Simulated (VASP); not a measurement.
# Ge2Sb (P-3m1) in VASP: a series of runs, part 2 of 2

VASP 6.6.1. Earlier steps stand in the parts before.

### Step 3. Single point, PBE

This run uses another cell than the first one, of 23.12 Å³/atom, 1.007 times its volume.

The input, INCAR:

```
SYSTEM = Ge2Sb
ALGO     = Normal         ! electronic algorithm
EDIFF    = 1E-6           ! SCF threshold, eV
ENCUT    = 520            ! plane-wave cutoff, eV
GGA      = PE             ! functional
ISIF     = 2              ! what is computed and relaxed
ISMEAR   = 0              ! smearing method
LASPH    = .True.         ! aspherical terms in the spheres
LCHARG   = .False.        ! write CHGCAR
LREAL    = .False.        ! projectors in reciprocal space
LWAVE    = .False.        ! write WAVECAR
NBANDS   = 24             ! bands
NELM     = 60             ! most SCF steps
PREC     = Accurate       ! precision mode
SIGMA    = 0.1            ! smearing width, eV
```

The input, KPOINTS:

```
k-points
0
Gamma
  6 6 4
  0 0 0
```

The input, POSCAR:

```
Ge2Sb
1.0
    3.8775000000      0.0000000000      0.0000000000
   -1.9387500000      3.3580135000      0.0000000000
    0.0000000000      0.0000000000      5.3268893900
Ge Sb
2 1
Direct
    0.3333333300      0.6666666700      0.7998245500
    0.6666666700      0.3333333300      0.2001754500
    0.0000000000      0.0000000000      0.5000000000
```

Potentials or basis: VASP PAW PBE potentials, release 64 (Ge_d, Sb).

Launch:

```
$ cat potpaw_PBE.64/Ge_d/POTCAR potpaw_PBE.64/Sb/POTCAR > POTCAR
$ mpirun -np 1 vasp_std > vasp.out
```

OUTCAR:

```text
SYSTEM = Ge2Sb
   EDIFF = 1E-6
   ENCUT = 520
   GGA = PE
   ISIF = 2
   ISMEAR = 0
   LASPH = .True.
   LREAL = .False.
   NELM = 60
   PREC = Accurate

 ion  position               nearest neighbor table
   1  0.333  0.667  0.800-   3 2.75   3 2.75   3 2.75
   2  0.667  0.333  0.200-   3 2.75   3 2.75   3 2.75
   3  0.000  0.000  0.500-   1 2.75   2 2.75   1 2.75   2 2.75   2 2.75   1 2.75

  LATTYP: Found a hexagonal cell.
 ALAT       =     3.8775000000
 C/A-ratio  =     1.3737948137

  Lattice vectors:

 A1 = (   3.8775000000,   0.0000000000,   0.0000000000)
 A2 = (  -1.9387500000,   3.3580135000,   0.0000000000)
 A3 = (   0.0000000000,   0.0000000000,   5.3268893900)

Analysis of symmetry for initial positions (statically):
=====================================================================
 Subroutine PRICEL returns:
 Original cell was already a primitive cell.

 Routine SETGRP: Setting up the symmetry group for a
 hexagonal supercell.

 Subroutine GETGRP returns: Found 12 space group operations
 (whereof 12 operations were pure point group operations)
 out of a pool of 24 trial point group operations.

The static configuration has the point symmetry D_3d.

Analysis of symmetry for dynamics (positions and initial velocities):
=====================================================================
 Subroutine PRICEL returns:
 Original cell was already a primitive cell.

 Routine SETGRP: Setting up the symmetry group for a
 hexagonal supercell.

 Subroutine GETGRP returns: Found 12 space group operations
 (whereof 12 operations were pure point group operations)
 out of a pool of 24 trial point group operations.

The dynamic configuration has the point symmetry D_3d.

 Subroutine INISYM returns: Found 12 space group operations
 (whereof 12 operations are pure point group operations),
 and found     1 'primitive' translations

----------------------------------------------------------------------------------------

                                     Primitive cell

  volume of cell :      69.3598

  direct lattice vectors                    reciprocal lattice vectors
     3.877500000  0.000000000  0.000000000     0.257898130  0.148897555  0.000000000
    -1.938750000  3.358013500  0.000000000     0.000000000  0.297795110  0.000000000
     0.000000000  0.000000000  5.326889390     0.000000000  0.000000000  0.187726819

  length of vectors
     3.877500000  3.877499997  5.326889390     0.297795110  0.297795110  0.187726819

  position of ions in fractional coordinates (direct lattice)
     0.333333330  0.666666670  0.799824550
     0.666666670  0.333333330  0.200175450
     0.000000000  0.000000000  0.500000000

  ion indices of the primitive-cell ions
   primitive index   ion index
                 1           1
                 2           2
                 3           3

----------------------------------------------------------------------------------------

 KPOINTS: k-points

Automatic generation of k-mesh.
 Grid dimensions read from file:
 generate k-points for:    6    6    4

 Generating k-lattice:

  Cartesian coordinates                     Fractional coordinates (reciprocal lattice)
     0.042983022  0.024816259  0.000000000     0.166666667  0.000000000  0.000000000
     0.000000000  0.049632518  0.000000000     0.000000000  0.166666667  0.000000000
     0.000000000  0.000000000  0.046931705     0.000000000  0.000000000  0.250000000

  Length of vectors
     0.049632518  0.049632518  0.046931705

  Shift w.r.t. Gamma in fractional coordinates (k-lattice)
     0.000000000  0.000000000  0.000000000

 Subroutine IBZKPT returns following result:
 ===========================================

 Found     24 irreducible k-points:

 Following reciprocal coordinates:
            Coordinates               Weight
  0.000000  0.000000  0.000000      1.000000
  0.166667 -0.000000  0.000000      6.000000
  0.333333  0.000000  0.000000      6.000000
  0.500000  0.000000  0.000000      3.000000
  0.166667  0.166667  0.000000      6.000000
  0.333333  0.166667  0.000000     12.000000
[... 16 lines left out ...]
  0.333333  0.166667  0.500000     12.000000
  0.333333  0.333333  0.500000      2.000000
   k-points           NKPTS =     24   k-points in BZ     NKDIM =     24   number of bands    NBANDS=     24
   number of dos      NEDOS =    301   number of ions     NIONS =      3
   total plane-waves  NPLWV =  36000
   dimension x,y,z NGX =    30 NGY =   30 NGZ =   40
   dimension x,y,z NGXF=    60 NGYF=   60 NGZF=   80
   ions per type =               2   1
   NGX,Y,Z   is equivalent  to a cutoff of  12.86, 12.86, 12.48 a.u.
   NGXF,Y,Z  is equivalent  to a cutoff of  25.72, 25.72, 24.97 a.u.
 SYSTEM =  Ge2Sb
   PREC   = accura    normal or accurate (medium, high low for compatibility)
   ISTART =      0    job   : 0-new  1-cont  2-samecut
   ICHARG =      2    charge: 1-file 2-atom 10-const
   ISPIN  =      1    spin polarized calculation?
   LNONCOLLINEAR =      F non collinear calculations
   LSORBIT =      F    spin-orbit coupling
   LASPH  =      T    aspherical Exc in radial PAW
   ENCUT  =  520.0 eV  38.22 Ry    6.18 a.u.   7.21  7.21  9.90*2*pi/ulx,y,z
   NELM   =     60;   NELMIN=  2; NELMDL= -5     # of ELM steps
   EDIFF  = 0.1E-05   stopping-criterion for ELM
   LREAL  =      F    real-space projection
   EDIFFG = 0.1E-04   stopping-criterion for IOM
   NSW    =      0    number of steps for IOM
   IBRION =     -1    ionic relax: 0-MD 1-quasi-New 2-CG
   NFREE  =      0    steps in history (QN), initial steepest desc. (CG)
   ISIF   =      2    stress and relaxation
   ISYM   =      2    0-nonsym 1-usesym 2-fastsym
   POTIM  = 0.5000    time-step for ionic-motion
   TEBEG  =    0.0;   TEEND  =   0.0 temperature during run
   PSTRESS=    0.0 pullay stress
   NELECT =      33.0000    total number of electrons
   NUPDOWN=      -1.0000    fix difference up-down
   EMIN   =  10.00;   EMAX   =-10.00  energy-range for DOS
   EFERMI =   0.00;   METHOD = LEGACY
   ISMEAR =     0;   SIGMA  =   0.10  broadening in eV -4-tet -1-fermi 0-gaus
   EFERMI_NEDOS =   21; number of points for ismear=-14 and -15
   IALGO  =     38    algorithm
   IMIX   =      4    mixing-type and parameters
     AMIX     =   0.40;   BMIX     =  1.00
     AMIX_MAG =   1.60;   BMIX_MAG =  1.00
  volume/ion in A,a.u.               =      23.12       156.02
  Fermi-wavevector in a.u.,A,eV,Ry     =   1.278037  2.415140 22.223472  1.633379
  Thomas-Fermi vector in A             =   2.410603
   LORBIT       =      0    0 simple, 1 ext, 2 COOP (PROOUT), +10 PAW based schemes
   GGA     = PE    functional components
   LHFCALC =     F    Hartree Fock is set to
   AEXX    =    0.0000 exact exchange contribution
   IVDW    =     0    specifies the selected vdW correction
   LEPSILON=     F    determine dielectric tensor
   LRPA    =     F    only Hartree local field effects (RPA)
 non-spin polarized calculation
 Gauss-broadening in eV      SIGMA  =   0.10
  energy-cutoff  :      520.00
  volume of cell :       69.36
 maximum number of plane-waves:      1890
 NGX is ok and might be reduce to    30
   NGX = 15   NGY = 15   NGZ = 19

 number of electron      32.9999974 magnetization

 Free energy of the ion-electron system (eV)
  ---------------------------------------------------
  ext. energy  EPLUGINS =         0.00000000
  ---------------------------------------------------
  free energy    TOTEN  =       -12.25894225 eV

  energy without entropy =      -12.25350757  energy(sigma->0) =      -12.25622491

 E-fermi :   6.6060     XC(G=0): -10.3613

 val. band max:        6.5537923221   @ k =   0.3333   0.0000   0.0000
 cond. band min:       6.6680807768   @ k =   0.3333   0.0000   0.5000
 fundamental gap:      0.1142884547
 Fermi energy:         6.6059638791

 k-point     1 :       0.0000    0.0000    0.0000
  band No.  band energies     occupation
      1     -18.1181      2.00000
      2     -18.1181      2.00000
      3     -18.1009      2.00000
      4     -18.1009      2.00000
      5     -18.0881      2.00000
      6     -18.0817      2.00000
[... 16 lines left out ...]
     23      14.1607      0.00000
     24      14.8524      0.00000
[... 598 lines left out ...]
      2     -18.1024      2.00000
      3     -18.1024      2.00000
      4     -18.0931      2.00000
      5     -18.0908      2.00000
      6     -18.0862      2.00000
[... 16 lines left out ...]
     23      14.9388      0.00000
     24      14.9388      0.00000

------------------------ aborting loop because EDIFF is reached ----------------------------------------

  FORCE on cell =-STRESS in cart. coord.  units (eV):
  Direction    XX          YY          ZZ          XY          YZ          ZX
  --------------------------------------------------------------------------------------
  -------------------------------------------------------------------------------------
  Total        2.8064030      2.8064030      0.3571046      0.0000000      0.0000000      0.0000000
  in kB       64.8265173     64.8265172      8.2489385      0.0000000      0.0000000      0.0000000
  external PRESSURE =      45.9673243 kB  Pullay stress =       0.0000000 kB

 VOLUME and BASIS-vectors are now :
 -----------------------------------------------------------------------------
  energy-cutoff  :      520.00
  volume of cell :       69.36
      direct lattice vectors                 reciprocal lattice vectors
     3.877500000  0.000000000  0.000000000     0.257898130  0.148897555  0.000000000
    -1.938750000  3.358013500  0.000000000     0.000000000  0.297795110  0.000000000
     0.000000000  0.000000000  5.326889390     0.000000000  0.000000000  0.187726819

 POSITION                                       TOTAL-FORCE (eV/Angst)
 -----------------------------------------------------------------------------------
     -0.00000      2.23868      4.26058        -0.000000      0.000000      1.274542
      1.93875      1.11934      1.06631         0.000000      0.000000     -1.274542
      0.00000      0.00000      2.66344        -0.000000      0.000000      0.000000
 -----------------------------------------------------------------------------------
    total drift:                               -0.000000      0.000000      0.000000

  FREE ENERGIE OF THE ION-ELECTRON SYSTEM (eV)
  ---------------------------------------------------
  free  energy   TOTEN  =       -12.2589422480 eV

  energy  without entropy=      -12.2535075662  energy(sigma->0) =      -12.25622491
```

It took 30 s on 1 thread of Intel Xeon 6975P-C, shared host; peak memory 0.2 GiB.

Results:

- Free energy: -12.2589 eV
- Pressure: 4.6 GPa
- Largest force: 1.275 eV/Å

Forces on the atoms (eV/Å):
```
Ge   0.000  0.000  1.275
Ge   0.000  0.000 -1.275
Sb   0.000  0.000  0.000
```

Stress tensor (GPa, compression positive):
```
6.48 0.00 0.00
0.00 6.48 0.00
0.00 0.00 0.82
```

Caveat: spin-orbit coupling is left out, which moves the levels of the heavy elements; forces of over 1 eV/Å act on the atoms, so gaps and moduli don't describe the material at rest.
